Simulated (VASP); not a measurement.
# PtSe2 (C2/m) in VASP: a series of runs

PtSe2 is run at these levels: PBE; tasks: single point.

Everything below comes from runs of VASP 6.6.1. Logs are shortened: lines on timing, memory, paths and dates and some standing lists are left out, and cuts for length are marked.

**1. The cell of the first run**

It takes space group C2/m (No. 12, monoclinic). Conventional cell: a = 6.160 Å, b = 3.724 Å, c = 5.062 Å, α = 90.00°, β = 90.00°, γ = 90.00°. Within 3.2 Å of Pt (site symmetry 2/m) lie 6 Se at 2.41 to 2.47 Å. Se (site symmetry m) has 3 Pt at 2.41 to 2.47 Å and 6 Se at 3.26 to 3.31 Å within 3.4 Å.

**2. Single point, PBE (strain -0.0450 x Voigt [0, 1, 0, 0, 0, 0])**

The input, INCAR:

```
PREC = Accurate
ENCUT = 520
EDIFF = 1E-7
ISMEAR = 0
SIGMA = 0.15
LREAL = F
LASPH = T
NELM = 100
ALGO = Normal
ISIF = 2
LWAVE = F
LCHARG = F
GGA = PE
NBANDS = 18
```

The input, KPOINTS:

```
Automatic mesh
0
Gamma
  12 12 10
```

The input, POSCAR:

```
PtSe2
1.0
    3.7240006046      0.0000000000      0.0000000000
   -1.8620003023      3.0799505666      0.0000000000
    0.0000000000      0.0000000000      5.0620000000
Pt Se
1 2
Direct
    0.0000000000      0.0000000000      0.0000000000
    0.3333333333      0.6666666667      0.2500000000
    0.6666666667      0.3333333333      0.7500000000
```

Potentials or basis: VASP PAW PBE potentials, release 64 (Pt, Se).

On the command line:

```sh
$ cat potpaw_PBE.64/Pt/POTCAR potpaw_PBE.64/Se/POTCAR > POTCAR
$ mpirun -np 1 vasp_std > vasp.out
```

OUTCAR:

```text
PREC = Accurate
   ENCUT = 520
   EDIFF = 1E-7
   ISMEAR = 0
   LREAL = F
   LASPH = T
   NELM = 100
   ISIF = 2
   GGA = PE

 ion  position               nearest neighbor table
   1  0.000  0.000  0.000-   2 2.41   3 2.41   3 2.47   2 2.47   3 2.47   2 2.47
   2  0.333  0.667  0.250-   1 2.41   1 2.47   1 2.47
   3  0.667  0.333  0.750-   1 2.41   1 2.47   1 2.47

  Warning from LATTYP: Monoclinic adjustment (A1->A3, A2->A1, A3->A2)!
  LATTYP: Found a base centered orthorhombic cell.
 ALAT       =     3.7240006046
 B/A-ratio  =     1.6541085212
 C/A-ratio  =     1.3592908642

  Lattice vectors:

 A1 = (   1.8620003023,  -3.0799505666,   0.0000000000)
 A2 = (   1.8620003023,   3.0799505666,   0.0000000000)
 A3 = (   0.0000000000,   0.0000000000,   5.0620000000)

Analysis of symmetry for initial positions (statically):
=====================================================================
 Subroutine PRICEL returns:
 Original cell was already a primitive cell.

 Routine SETGRP: Setting up the symmetry group for a
 base centered orthorhombic supercell.

 Subroutine GETGRP returns: Found  4 space group operations
 (whereof  4 operations were pure point group operations)
 out of a pool of  8 trial point group operations.

The static configuration has the point symmetry C_2h.

Analysis of symmetry for dynamics (positions and initial velocities):
=====================================================================
 Subroutine PRICEL returns:
 Original cell was already a primitive cell.

 Routine SETGRP: Setting up the symmetry group for a
 base centered orthorhombic supercell.

 Subroutine GETGRP returns: Found  4 space group operations
 (whereof  4 operations were pure point group operations)
 out of a pool of  8 trial point group operations.

The dynamic configuration has the point symmetry C_2h.

 Subroutine INISYM returns: Found  4 space group operations
 (whereof  4 operations are pure point group operations),
 and found     1 'primitive' translations

----------------------------------------------------------------------------------------

                                     Primitive cell

  volume of cell :      58.0598

  direct lattice vectors                    reciprocal lattice vectors
     3.724000605  0.000000000  0.000000000     0.268528420  0.162340268  0.000000000
    -1.862000302  3.079950567  0.000000000     0.000000000  0.324680536  0.000000000
     0.000000000  0.000000000  5.062000000     0.000000000  0.000000000  0.197550375

  length of vectors
     3.724000605  3.599047182  5.062000000     0.313786353  0.324680536  0.197550375

  position of ions in fractional coordinates (direct lattice)
     0.000000000  0.000000000  0.000000000
     0.333333333  0.666666667  0.250000000
     0.666666667  0.333333333  0.750000000

  ion indices of the primitive-cell ions
   primitive index   ion index
                 1           1
                 2           2
                 3           3

----------------------------------------------------------------------------------------

 KPOINTS: Automatic mesh

Automatic generation of k-mesh.
 Grid dimensions read from file:
 generate k-points for:   12   12   10

 Generating k-lattice:

  Cartesian coordinates                     Fractional coordinates (reciprocal lattice)
     0.022377368  0.013528356  0.000000000     0.083333333 -0.000000000  0.000000000
     0.000000000  0.027056711  0.000000000     0.000000000  0.083333333  0.000000000
     0.000000000  0.000000000  0.019755038     0.000000000  0.000000000  0.100000000

  Length of vectors
     0.026148863  0.027056711  0.019755038

  Shift w.r.t. Gamma in fractional coordinates (k-lattice)
     0.000000000  0.000000000  0.000000000

 Subroutine IBZKPT returns following result:
 ===========================================

 Found    398 irreducible k-points:

 Following reciprocal coordinates:
            Coordinates               Weight
  0.000000  0.000000  0.000000      1.000000
  0.083333  0.000000  0.000000      4.000000
  0.166667 -0.000000  0.000000      4.000000
  0.250000  0.000000  0.000000      4.000000
  0.333333 -0.000000  0.000000      4.000000
  0.416667 -0.000000  0.000000      4.000000
[... 16 lines left out ...]
  0.333333  0.166667  0.000000      4.000000
  0.416667  0.166667  0.000000      4.000000
 [... further k-points ...]
   k-points           NKPTS =    398   k-points in BZ     NKDIM =    398   number of bands    NBANDS=     18
   number of dos      NEDOS =    301   number of ions     NIONS =      3
   total plane-waves  NPLWV =  31360
   dimension x,y,z NGX =    28 NGY =   28 NGZ =   40
   dimension x,y,z NGXF=    56 NGYF=   56 NGZF=   80
   ions per type =               1   2
   NGX,Y,Z   is equivalent  to a cutoff of  12.50, 12.93, 13.14 a.u.
   NGXF,Y,Z  is equivalent  to a cutoff of  25.00, 25.87, 26.27 a.u.
 SYSTEM =  unknown system
   PREC   = accura    normal or accurate (medium, high low for compatibility)
   ISTART =      0    job   : 0-new  1-cont  2-samecut
   ICHARG =      2    charge: 1-file 2-atom 10-const
   ISPIN  =      1    spin polarized calculation?
   LNONCOLLINEAR =      F non collinear calculations
   LSORBIT =      F    spin-orbit coupling
   LASPH  =      T    aspherical Exc in radial PAW
   ENCUT  =  520.0 eV  38.22 Ry    6.18 a.u.   6.92  6.69  9.41*2*pi/ulx,y,z
   NELM   =    100;   NELMIN=  2; NELMDL= -5     # of ELM steps
   EDIFF  = 0.1E-06   stopping-criterion for ELM
   LREAL  =      F    real-space projection
   EDIFFG = 0.1E-05   stopping-criterion for IOM
   NSW    =      0    number of steps for IOM
   IBRION =     -1    ionic relax: 0-MD 1-quasi-New 2-CG
   NFREE  =      0    steps in history (QN), initial steepest desc. (CG)
   ISIF   =      2    stress and relaxation
   ISYM   =      2    0-nonsym 1-usesym 2-fastsym
   POTIM  = 0.5000    time-step for ionic-motion
   TEBEG  =    0.0;   TEEND  =   0.0 temperature during run
   PSTRESS=    0.0 pullay stress
   NELECT =      22.0000    total number of electrons
   NUPDOWN=      -1.0000    fix difference up-down
   EMIN   =  10.00;   EMAX   =-10.00  energy-range for DOS
   EFERMI =   0.00;   METHOD = LEGACY
   ISMEAR =     0;   SIGMA  =   0.15  broadening in eV -4-tet -1-fermi 0-gaus
   EFERMI_NEDOS =   21; number of points for ismear=-14 and -15
   IALGO  =     38    algorithm
   IMIX   =      4    mixing-type and parameters
     AMIX     =   0.40;   BMIX     =  1.00
     AMIX_MAG =   1.60;   BMIX_MAG =  1.00
  volume/ion in A,a.u.               =      19.35       130.60
  Fermi-wavevector in a.u.,A,eV,Ry     =   1.184651  2.238666 19.094397  1.403399
  Thomas-Fermi vector in A             =   2.320861
   LORBIT       =      0    0 simple, 1 ext, 2 COOP (PROOUT), +10 PAW based schemes
   GGA     = PE    functional components
   LHFCALC =     F    Hartree Fock is set to
   AEXX    =    0.0000 exact exchange contribution
   IVDW    =     0    specifies the selected vdW correction
   LEPSILON=     F    determine dielectric tensor
   LRPA    =     F    only Hartree local field effects (RPA)
 non-spin polarized calculation
 Gauss-broadening in eV      SIGMA  =   0.15
  energy-cutoff  :      520.00
  volume of cell :       58.06
 maximum number of plane-waves:      1583
   NGX = 13   NGY = 13   NGZ = 19

 number of electron      22.0000001 magnetization

 Free energy of the ion-electron system (eV)
  ---------------------------------------------------
  ext. energy  EPLUGINS =         0.00000000
  ---------------------------------------------------
  free energy    TOTEN  =       -13.93827066 eV

  energy without entropy =      -13.93194504  energy(sigma->0) =      -13.93510785

 E-fermi :   7.1968     XC(G=0): -10.8531

 val. band max:        7.1709602635   @ k =   0.0000   0.1667   0.1000
 cond. band min:       7.2087475204   @ k =  -0.3333   0.0833   0.3000
 fundamental gap:      0.0377872569
 Fermi energy:         7.1967985180

 k-point     1 :       0.0000    0.0000    0.0000
  band No.  band energies     occupation
      1      -8.9660      2.00000
      2      -5.9505      2.00000
      3      -0.4942      2.00000
      4       0.2984      2.00000
      5       0.3549      2.00000
      6       2.7722      2.00000
[... 10 lines left out ...]
     17      14.9712      0.00000
     18      19.2793      0.00000

 k-point     2 :       0.0833    0.0000    0.0000
  band No.  band energies     occupation
      1      -8.8824      2.00000
      2      -5.9870      2.00000
      3      -0.3983      2.00000
      4       0.3555      2.00000
      5       0.4016      2.00000
      6       2.6807      2.00000
[... 10 lines left out ...]
     17      15.1071      0.00000
     18      17.7061      0.00000

 k-point     3 :       0.1667   -0.0000    0.0000
  band No.  band energies     occupation
      1      -8.6396      2.00000
      2      -6.0885      2.00000
      3      -0.1263      2.00000
      4       0.5208      2.00000
      5       0.5342      2.00000
      6       2.3179      2.00000
[... 10 lines left out ...]
     17      15.6943      0.00000
     18      16.2216      0.00000

 k-point     4 :       0.2500    0.0000    0.0000
  band No.  band energies     occupation
      1      -8.2637      2.00000
      2      -6.2370      2.00000
      3       0.2323      2.00000
      4       0.7181      2.00000
      5       0.7802      2.00000
      6       1.6505      2.00000
[... 10 lines left out ...]
     17      15.4451      0.00000
     18      15.8838      0.00000

 k-point     5 :       0.3333   -0.0000    0.0000
  band No.  band energies     occupation
      1      -7.8038      2.00000
      2      -6.4181      2.00000
      3       0.1882      2.00000
      4       0.8774      2.00000
      5       1.0109      2.00000
      6       1.5161      2.00000
[... 10 lines left out ...]
     17      15.3317      0.00000
     18      16.2620      0.00000

 k-point     6 :       0.4167   -0.0000    0.0000
  band No.  band energies     occupation
      1      -7.3344      2.00000
      2      -6.6387      2.00000
      3      -0.3516      2.00000
      4       0.9653      2.00000
      5       1.2875      2.00000
      6       2.1337      2.00000
[... 10 lines left out ...]
     17      14.8983      0.00000
     18      17.5819      0.00000

 k-point     7 :       0.5000    0.0000    0.0000
  band No.  band energies     occupation
      1      -6.9522      2.00000
      2      -6.9173      2.00000
      3      -0.5921      2.00000
      4       0.9887      2.00000
      5       1.4383      2.00000
      6       2.5669      2.00000
[... 10 lines left out ...]
     17      14.7403      0.00000
     18      18.4414      0.00000

 k-point     8 :       0.0000    0.0833    0.0000
  band No.  band energies     occupation
      1      -8.8739      2.00000
      2      -5.9899      2.00000
      3      -0.3873      2.00000
      4       0.3581      2.00000
      5       0.4070      2.00000
      6       2.6976      2.00000
[... 10 lines left out ...]
     17      14.5958      0.00000
     18      18.2514      0.00000
[... 229 lines left out ...]
     17      15.1907      0.00000
     18      16.4880      0.00000

 k-point    20 :       0.0833    0.1667    0.0000
  band No.  band energies     occupation
      1      -8.3611      2.00000
      2      -6.1901      2.00000
      3       0.1887      2.00000
      4       0.6614      2.00000
      5       0.7038      2.00000
      6       2.0466      2.00000
[... 10 lines left out ...]
     17      15.5670      0.00000
     18      16.0406      0.00000

 k-point    21 :       0.1667    0.1667    0.0000
  band No.  band energies     occupation
      1      -7.9950      2.00000
      2      -6.3226      2.00000
      3       0.5459      2.00000
      4       0.7993      2.00000
      5       0.8582      2.00000
      6       1.5470      2.00000
[... 10 lines left out ...]
     17      15.5763      0.00000
     18      15.9425      0.00000

 k-point    22 :       0.2500    0.1667    0.0000
  band No.  band energies     occupation
      1      -7.5614      2.00000
      2      -6.4792      2.00000
      3       0.3781      2.00000
      4       0.7486      2.00000
      5       1.1944      2.00000
      6       1.4364      2.00000
[... 10 lines left out ...]
     17      15.5157      0.00000
     18      16.4358      0.00000

 k-point    23 :       0.3333    0.1667    0.0000
  band No.  band energies     occupation
      1      -7.1417      2.00000
      2      -6.6613      2.00000
      3      -0.1751      2.00000
      4       0.7549      2.00000
      5       1.3972      2.00000
      6       1.8008      2.00000
[... 10 lines left out ...]
     17      16.2136      0.00000
     18      16.6122      0.00000

 k-point    24 :       0.4167    0.1667    0.0000
  band No.  band energies     occupation
      1      -6.9352      2.00000
      2      -6.7815      2.00000
      3      -0.3698      2.00000
      4       0.7106      2.00000
      5       1.4255      2.00000
      6       2.0731      2.00000
[... 10 lines left out ...]
     17      16.6904      0.00000
     18      17.2514      0.00000

 [... further k-points ...]

------------------------ aborting loop because EDIFF is reached ----------------------------------------

  FORCE on cell =-STRESS in cart. coord.  units (eV):
  Direction    XX          YY          ZZ          XY          YZ          ZX
  --------------------------------------------------------------------------------------
  -------------------------------------------------------------------------------------
  Total        4.9428999      8.0052180      4.3279071      0.0000000      1.2670305      0.0000000
  in kB      136.4007529    220.9063080    119.4298489      0.0000000     34.9640735      0.0000000
  external PRESSURE =     158.9123033 kB  Pullay stress =       0.0000000 kB

 VOLUME and BASIS-vectors are now :
 -----------------------------------------------------------------------------
  energy-cutoff  :      520.00
  volume of cell :       58.06
      direct lattice vectors                 reciprocal lattice vectors
     3.724000605  0.000000000  0.000000000     0.268528420  0.162340268  0.000000000
    -1.862000302  3.079950567  0.000000000     0.000000000  0.324680536  0.000000000
     0.000000000  0.000000000  5.062000000     0.000000000  0.000000000  0.197550375

 POSITION                                       TOTAL-FORCE (eV/Angst)
 -----------------------------------------------------------------------------------
      0.00000      0.00000      0.00000         0.000000     -0.000000      0.000000
     -0.00000      2.05330      1.26550        -0.000000      0.390540      1.216629
      1.86200      1.02665      3.79650         0.000000     -0.390540     -1.216629
 -----------------------------------------------------------------------------------
    total drift:                               -0.000000     -0.000000     -0.000000

  FREE ENERGIE OF THE ION-ELECTRON SYSTEM (eV)
  ---------------------------------------------------
  free  energy   TOTEN  =       -13.9382706576 eV

  energy  without entropy=      -13.9319450403  energy(sigma->0) =      -13.93510785
```

Run time: 9.3 min. Hardware: 1 thread of AMD EPYC 7R13, shared host; peak memory 0.51 GiB.

Results:

```
Free energy            : -13.9383 eV
Pressure               : 15.9 GPa
Largest force          : 1.278 eV/Å
Band gap on the k mesh : zero (bands 11 and 12 overlap by 0.43 eV)
```

Forces on the atoms (eV/Å):
```
Pt   0.000  0.000  0.000
Se   0.000  0.391  1.217
Se   0.000 -0.391 -1.217
```

Stress tensor (GPa, compression positive):
```
13.64  0.00  0.00
 0.00 22.09  3.50
 0.00  3.50 11.94
```

Caveat: the cell differs from its parent crystal (strain -0.0450 x Voigt [0, 1, 0, 0, 0, 0]); the stress differs along the axes, from 12 to 22 GPa; spin-orbit coupling is left out, which moves the levels of the heavy elements; forces of over 1 eV/Å act on the atoms, so gaps and moduli don't describe the material at rest.

(Continued in part 2 of 2.)

The gap in the log of VASP goes by the Fermi energy; the results here count the filled bands.